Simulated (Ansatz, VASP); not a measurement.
# Se: VASP beside Ansatz

```
CELL_PARAMETERS angstrom
3.56135 0.00000 0.00000
-1.78067 3.08422 0.00000
0.00000 0.00000 3.69848
ATOMIC_POSITIONS crystal
Se 0.33333 0.66667 0.25000
Se 0.66667 0.33333 0.75000
```

Alike in both runs: task single point; functional RPBE; k mesh 11 × 11 × 9; occupations fermi-dirac, width 0.1 eV; no spin polarisation.

```csv
,VASP,Ansatz
version,VASP 6.6.1,Ansatz 0.2.0
potentials or method,"VASP PAW PBE potentials, release 64 (Se), cutoff 520 eV","plane waves (420 eV) with PAW, scalar-relativistic"
valence electrons in the cell,12,32
```

```csv
,VASP,Ansatz,Ansatz less VASP
pressure (GPa),9.9,9.9,-0.01
"traceless stress, the component that is largest in VASP (GPa)",3.12,3.10,-0.012
```

VASP's potentials were made for PBE, not for RPBE. VASP's potentials hold 12 valence electrons a cell and Ansatz's 32, so a difference there can come from the potentials and not from the codes.
